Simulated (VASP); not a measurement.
# HfC (rock salt type) (Fm-3m) in VASP: further runs

Runs on HfC (rock salt type). Level: HSE06. Tasks: single point.

Everything below comes from runs of VASP 6.6.1. Logs are shortened: lines on timing, memory, paths and dates and some standing lists are left out, and cuts for length are marked.

**1. The cell of the first run**

Symmetry: Fm-3m, No. 225, cubic system. The conventional cell has a = 4.619 Å, b = 4.619 Å, c = 4.619 Å, α = 90.00°, β = 90.00°, γ = 90.00°. Hf (site symmetry m-3m) has 6 C at 2.31 Å within 3.1 Å. C (site symmetry m-3m) has 6 Hf at 2.31 Å within 3.1 Å.

**2. Single point, HSE06**

File POSCAR:

```
HfC
1.0
    0.0000000000      2.3093955030      2.3093955030
    2.3093955030      0.0000000000      2.3093955030
    2.3093955030      2.3093955030      0.0000000000
Hf C
1 1
Direct
    0.0000000000      0.0000000000      0.0000000000
    0.5000000000      0.5000000000      0.5000000000
```

File INCAR.step1:

```
PREC = Accurate
ENCUT = 520
EDIFF = 1E-5
ISMEAR = -1
SIGMA = 0.1
LREAL = F
LASPH = T
NELM = 100
ALGO = Normal
ISIF = 2
LWAVE = T
LCHARG = F
GGA = PE
NBANDS = 14
```

File INCAR.step2:

```
PREC = Accurate
ENCUT = 520
EDIFF = 1E-6
ISMEAR = -1
SIGMA = 0.1
LREAL = F
LASPH = T
NELM = 100
ALGO = Normal
ISIF = 2
LWAVE = F
LCHARG = F
GGA = PE
LHFCALC = T
HFSCREEN = 0.2079
PRECFOCK = Normal
ISTART = 1
NBANDS = 14
```

File KPOINTS:

```
Automatic mesh
0
Gamma
  4 4 4
```

Potentials or basis: VASP PAW PBE potentials, release 64 (Hf_pv, C).

Command:

```
$ cat potpaw_PBE.64/Hf_pv/POTCAR potpaw_PBE.64/C/POTCAR > POTCAR
$ cp INCAR.step1 INCAR
$ mpirun -np 1 vasp_std > vasp.out
$ cp INCAR.step2 INCAR
$ mpirun -np 1 vasp_std > vasp.out
```

OUTCAR:

```text
PREC = Accurate
   ENCUT = 520
   EDIFF = 1E-6
   ISMEAR = -1
   LREAL = F
   LASPH = T
   NELM = 100
   ISIF = 2
   GGA = PE
   LHFCALC = T
   HFSCREEN = 0.2079
   PRECFOCK = Normal
   ISTART = 1

 ion  position               nearest neighbor table
   1  0.000  0.000  0.000-   2 2.31   2 2.31   2 2.31   2 2.31   2 2.31   2 2.31
   2  0.500  0.500  0.500-   1 2.31   1 2.31   1 2.31   1 2.31   1 2.31   1 2.31

  LATTYP: Found a face centered cubic cell.
 ALAT       =     4.6187910060

  Lattice vectors:

 A1 = (   0.0000000000,   2.3093955030,   2.3093955030)
 A2 = (   2.3093955030,   0.0000000000,   2.3093955030)
 A3 = (   2.3093955030,   2.3093955030,   0.0000000000)

Analysis of symmetry for initial positions (statically):
=====================================================================
 Subroutine PRICEL returns:
 Original cell was already a primitive cell.

 Routine SETGRP: Setting up the symmetry group for a
 face centered cubic supercell.

 Subroutine GETGRP returns: Found 48 space group operations
 (whereof 48 operations were pure point group operations)
 out of a pool of 48 trial point group operations.

The static configuration has the point symmetry O_h .

Analysis of symmetry for dynamics (positions and initial velocities):
=====================================================================
 Subroutine PRICEL returns:
 Original cell was already a primitive cell.

 Routine SETGRP: Setting up the symmetry group for a
 face centered cubic supercell.

 Subroutine GETGRP returns: Found 48 space group operations
 (whereof 48 operations were pure point group operations)
 out of a pool of 48 trial point group operations.

The dynamic configuration has the point symmetry O_h .

 Subroutine INISYM returns: Found 48 space group operations
 (whereof 48 operations are pure point group operations),
 and found     1 'primitive' translations

----------------------------------------------------------------------------------------

                                     Primitive cell

  volume of cell :      24.6334

  direct lattice vectors                    reciprocal lattice vectors
     0.000000000  2.309395503  2.309395503    -0.216506873  0.216506873  0.216506873
     2.309395503  0.000000000  2.309395503     0.216506873 -0.216506873  0.216506873
     2.309395503  2.309395503  0.000000000     0.216506873  0.216506873 -0.216506873

  length of vectors
     3.265978441  3.265978441  3.265978441     0.375000905  0.375000905  0.375000905

  position of ions in fractional coordinates (direct lattice)
     0.000000000  0.000000000  0.000000000
     0.500000000  0.500000000  0.500000000

  ion indices of the primitive-cell ions
   primitive index   ion index
                 1           1
                 2           2

----------------------------------------------------------------------------------------

 KPOINTS: Automatic mesh

Automatic generation of k-mesh.
 Grid dimensions read from file:
 generate k-points for:    4    4    4

 Generating k-lattice:

  Cartesian coordinates                     Fractional coordinates (reciprocal lattice)
    -0.054126718  0.054126718  0.054126718     0.250000000  0.000000000  0.000000000
     0.054126718 -0.054126718  0.054126718     0.000000000  0.250000000  0.000000000
     0.054126718  0.054126718 -0.054126718     0.000000000  0.000000000  0.250000000

  Length of vectors
     0.093750226  0.093750226  0.093750226

  Shift w.r.t. Gamma in fractional coordinates (k-lattice)
     0.000000000  0.000000000  0.000000000

 Subroutine IBZKPT returns following result:
 ===========================================

 Found      8 irreducible k-points:

 Following reciprocal coordinates:
            Coordinates               Weight
  0.000000  0.000000  0.000000      1.000000
  0.250000  0.000000  0.000000      8.000000
  0.500000  0.000000  0.000000      4.000000
  0.250000  0.250000  0.000000      6.000000
  0.500000  0.250000  0.000000     24.000000
 -0.250000  0.250000  0.000000     12.000000
  0.500000  0.500000  0.000000      3.000000
 -0.250000  0.500000  0.250000      6.000000
   k-points           NKPTS =      8   k-points in BZ     NKDIM =     64   number of bands    NBANDS=     14
   number of dos      NEDOS =    301   number of ions     NIONS =      2
   total plane-waves  NPLWV =  13824
   dimension x,y,z NGX =    24 NGY =   24 NGZ =   24
   dimension x,y,z NGXF=    48 NGYF=   48 NGZF=   48
   ions per type =               1   1
   NGX,Y,Z   is equivalent  to a cutoff of  12.22, 12.22, 12.22 a.u.
   NGXF,Y,Z  is equivalent  to a cutoff of  24.43, 24.43, 24.43 a.u.
 SYSTEM =  unknown system
   PREC   = accura    normal or accurate (medium, high low for compatibility)
   ISTART =      1    job   : 0-new  1-cont  2-samecut
   ICHARG =      0    charge: 1-file 2-atom 10-const
   ISPIN  =      1    spin polarized calculation?
   LNONCOLLINEAR =      F non collinear calculations
   LSORBIT =      F    spin-orbit coupling
   LASPH  =      T    aspherical Exc in radial PAW
   ENCUT  =  520.0 eV  38.22 Ry    6.18 a.u.   6.07  6.07  6.07*2*pi/ulx,y,z
   NELM   =    100;   NELMIN=  2; NELMDL=  0     # of ELM steps
   EDIFF  = 0.1E-05   stopping-criterion for ELM
   LREAL  =      F    real-space projection
   EDIFFG = 0.1E-04   stopping-criterion for IOM
   NSW    =      0    number of steps for IOM
   IBRION =     -1    ionic relax: 0-MD 1-quasi-New 2-CG
   NFREE  =      0    steps in history (QN), initial steepest desc. (CG)
   ISIF   =      2    stress and relaxation
   ISYM   =      3    0-nonsym 1-usesym 2-fastsym
   POTIM  = 0.5000    time-step for ionic-motion
   TEBEG  =    0.0;   TEEND  =   0.0 temperature during run
   PSTRESS=    0.0 pullay stress
   NELECT =      14.0000    total number of electrons
   NUPDOWN=      -1.0000    fix difference up-down
   EMIN   =  10.00;   EMAX   =-10.00  energy-range for DOS
   EFERMI =   0.00;   METHOD = LEGACY
   ISMEAR =    -1;   SIGMA  =   0.10  broadening in eV -4-tet -1-fermi 0-gaus
   EFERMI_NEDOS =   21; number of points for ismear=-14 and -15
   IALGO  =     38    algorithm
   IMIX   =      1    mixing-type and parameters
     AMIX     =   0.40;   BMIX     =  1.00
     AMIX_MAG =   1.60;   BMIX_MAG =  1.00
  volume/ion in A,a.u.               =      12.32        83.12
  Fermi-wavevector in a.u.,A,eV,Ry     =   1.356050  2.562564 25.019385  1.838873
  Thomas-Fermi vector in A             =   2.483086
   LORBIT       =      0    0 simple, 1 ext, 2 COOP (PROOUT), +10 PAW based schemes
   GGA     = PE    functional components
   LHFCALC =     T    Hartree Fock is set to
   PRECFOCK=normal    Normal, Fast or Accurate (Low or Medium for compatibility)
   ENCUT4O =  -1.0   cutoff for four orbital integrals eV
   NKREDX  =     1    reduce k-point grid by
   NKREDY  =     1    reduce k-point grid by
   NKREDZ  =     1    reduce k-point grid by
   AEXX    =    0.2500 exact exchange contribution
   HFSCREEN=    0.2079 screening length (either q_TF or 0.3 A-1)
   HFSCREENC=   0.2079 screening length for correlation (either q_TF or 0.3 A-1)
   ENCUTFOCK=  -1.0 apply spherical cutoff to Coloumb kernel
   IVDW    =     0    specifies the selected vdW correction
   LEPSILON=     F    determine dielectric tensor
   LRPA    =     F    only Hartree local field effects (RPA)
 non-spin polarized calculation
  energy-cutoff  :      520.00
  volume of cell :       24.63
 maximum number of plane-waves:       684
  NGX = 20; NGY = 20; NGZ = 20

 number of electron      14.0000002 magnetization

 Free energy of the ion-electron system (eV)
  ---------------------------------------------------
  ext. energy  EPLUGINS =         0.00000000
  ---------------------------------------------------
  free energy    TOTEN  =       -23.90809549 eV

  energy without entropy =      -23.87726527  energy(sigma->0) =      -23.89268038

 E-fermi :   5.6283     XC(G=0): -10.1400

 val. band max:        5.6011022864   @ k =   0.2500   0.2500   0.0000
 cond. band min:       5.6315362806   @ k =   0.5000   0.5000   0.0000
 fundamental gap:      0.0304339942
 Fermi energy:         5.6282750075

 k-point     1 :       0.0000    0.0000    0.0000
  band No.  band energies     occupation
      1     -25.7612      2.00000
      2     -25.7612      2.00000
      3     -25.7612      2.00000
      4      -8.2157      2.00000
      5       6.9762      0.00000
      6       6.9762      0.00000
      7       6.9762      0.00000
      8       7.8407      0.00000
      9       7.8407      0.00000
     10       7.8407      0.00000
     11       9.8989      0.00000
     12       9.8989      0.00000
     13      13.9552      0.00000
     14      17.8000      0.00000

 k-point     2 :       0.2500    0.0000    0.0000
  band No.  band energies     occupation
      1     -26.1903      2.00000
      2     -25.7987      2.00000
      3     -25.7986      2.00000
      4      -6.6032      2.00000
      5       2.3462      2.00000
      6       3.7686      2.00000
      7       3.7686      2.00000
      8       9.5848      0.00000
      9       9.6919      0.00000
     10       9.6919      0.00000
     11      14.5495      0.00000
     12      14.5495      0.00000
     13      16.2882      0.00000
     14      21.1623      0.00000

 k-point     3 :       0.5000    0.0000    0.0000
  band No.  band energies     occupation
      1     -26.5876      2.00000
      2     -25.8354      2.00000
      3     -25.8354      2.00000
      4      -3.9996      2.00000
      5      -1.2279      2.00000
      6       2.2936      2.00000
      7       2.2936      2.00000
      8      12.2991      0.00000
      9      12.2991      0.00000
     10      12.8525      0.00000
     11      13.1993      0.00000
     12      18.9037      0.00000
     13      18.9037      0.00000
     14      20.3123      0.00000

 k-point     4 :       0.2500    0.2500    0.0000
  band No.  band energies     occupation
      1     -26.1498      2.00000
      2     -25.8994      2.00000
      3     -25.8994      2.00000
      4      -6.5015      2.00000
      5       1.6323      2.00000
      6       5.2796      1.94064
      7       5.2796      1.94064
      8       5.6011      1.13503
      9      10.8541      0.00000
     10      12.2630      0.00000
     11      12.2630      0.00000
     12      13.8603      0.00000
     13      19.1455      0.00000
     14      21.2572      0.00000

 k-point     5 :       0.5000    0.2500    0.0000
  band No.  band energies     occupation
      1     -26.4266      2.00000
      2     -26.0600      2.00000
      3     -25.9379      2.00000
      4      -5.2121      2.00000
      5       0.8586      2.00000
      6       2.6871      2.00000
      7       3.6438      2.00000
      8       8.1760      0.00000
      9      12.9162      0.00000
     10      13.1720      0.00000
     11      15.1657      0.00000
     12      16.1658      0.00000
     13      18.4550      0.00000
     14      19.5915      0.00000

 k-point     6 :      -0.2500    0.2500    0.0000
  band No.  band energies     occupation
      1     -26.3497      2.00000
      2     -26.0846      2.00000
      3     -25.8383      2.00000
      4      -5.0595      2.00000
      5       0.3686      2.00000
      6       2.7322      2.00000
      7       2.9000      2.00000
      8      10.4741      0.00000
      9      11.5264      0.00000
     10      12.3412      0.00000
     11      13.4951      0.00000
     12      16.8800      0.00000
     13      18.8650      0.00000
     14      21.2571      0.00000

 k-point     7 :       0.5000    0.5000    0.0000
  band No.  band energies     occupation
      1     -26.4864      2.00000
      2     -26.0380      2.00000
      3     -26.0379      2.00000
      4      -6.1376      2.00000
      5       2.6522      2.00000
      6       4.1118      2.00000
      7       5.6315      0.98370
      8       5.6315      0.98367
      9      12.0385      0.00000
     10      13.8278      0.00000
     11      13.8278      0.00000
     12      15.5583      0.00000
     13      16.6022      0.00000
     14      19.8876      0.00000

 k-point     8 :      -0.2500    0.5000    0.2500
  band No.  band energies     occupation
      1     -26.2662      2.00000
      2     -26.2662      2.00000
      3     -26.0541      2.00000
      4      -5.2847      2.00000
      5       2.3500      2.00000
      6       2.6198      2.00000
      7       2.6198      2.00000
      8      10.3510      0.00000
      9      10.3510      0.00000
     10      13.8467      0.00000
     11      14.0250      0.00000
     12      15.3839      0.00000
     13      20.9062      0.00000
     14      21.2578      0.00000

------------------------ aborting loop because EDIFF is reached ----------------------------------------

  FORCE on cell =-STRESS in cart. coord.  units (eV):
  Direction    XX          YY          ZZ          XY          YZ          ZX
  --------------------------------------------------------------------------------------
  -------------------------------------------------------------------------------------
  Total        0.1046266      0.1046266      0.1046266      0.0000000      0.0000000     -0.0000000
  in kB        6.8049925      6.8049925      6.8049925      0.0000000      0.0000000     -0.0000000
  external PRESSURE =       6.8049925 kB  Pullay stress =       0.0000000 kB

 VOLUME and BASIS-vectors are now :
 -----------------------------------------------------------------------------
  energy-cutoff  :      520.00
  volume of cell :       24.63
      direct lattice vectors                 reciprocal lattice vectors
     0.000000000  2.309395503  2.309395503    -0.216506873  0.216506873  0.216506873
     2.309395503  0.000000000  2.309395503     0.216506873 -0.216506873  0.216506873
     2.309395503  2.309395503  0.000000000     0.216506873  0.216506873 -0.216506873

 POSITION                                       TOTAL-FORCE (eV/Angst)
 -----------------------------------------------------------------------------------
      0.00000      0.00000      0.00000        -0.000000      0.000000     -0.000000
      2.30940      2.30940      2.30940         0.000000     -0.000000      0.000000
 -----------------------------------------------------------------------------------
    total drift:                               -0.000001     -0.000001     -0.000001

  FREE ENERGIE OF THE ION-ELECTRON SYSTEM (eV)
  ---------------------------------------------------
  free  energy   TOTEN  =       -23.9080954873 eV

  energy  without entropy=      -23.8772652699  energy(sigma->0) =      -23.89268038
```

Wall time 2.9 min (1 thread of AMD EPYC 7R13 (Zen 3), shared host); peak memory 0.22 GiB.

What came out:

```yaml
Free_energy: -23.9081 eV
Pressure: 0.7 GPa
Band_gap_on_the_k_mesh: zero (band 7 reaches 6.98 eV, above the bottom of band 8 at 5.60 eV)
```

Caveat: the k points lie up to 0.59 Å⁻¹ apart; the PAW data sets were made with another functional, which shifts forces and pressure a little; spin-orbit coupling is left out, which moves the levels of the heavy elements.

[end of part 1 of 2]
